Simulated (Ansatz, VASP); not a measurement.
## One calculation of CoO, two programs

```
Co O
1.0
     2.61615    0.00000    0.00000
     0.00000    2.61615    0.00000
     0.00000    0.00000    2.61615
Co O
1 1
Direct
  0.00000 0.00000 0.00000
  0.50000 0.50000 0.50000
```

Alike in both runs: task relaxation of cell and atoms; functional PBE; k mesh 16 × 16 × 16; occupations gaussian, width 0.1 eV; no spin polarisation.

```csv
,VASP,Ansatz
version,VASP 6.6.1,Ansatz 0.2.0
potentials or method,"VASP PAW PBE potentials, release 64 (Co, O), cutoff 600 eV","scalar-relativistic, plane waves, PAW"
valence electrons in the cell,15,23
```

VASP gave:

```
gap on the k mesh at the Fermi level, each at its own relaxed structure (eV) : none
relaxed volume (Å³/atom)                                                     : 8.32
relaxed cell length with the largest relative difference (Å)                 : 2.553
```

Q: Estimate Ansatz's values.

A: gap on the k mesh at the Fermi level, each at its own relaxed structure (eV): none; relaxed volume (Å³/atom): 8.35; relaxed cell length with the largest relative difference (Å): 2.556.

A gap of «none» marks a metal or a gap that the smearing closes. VASP's potentials hold 15 valence electrons a cell and Ansatz's 23, so a difference there can come from the potentials and not from the codes.
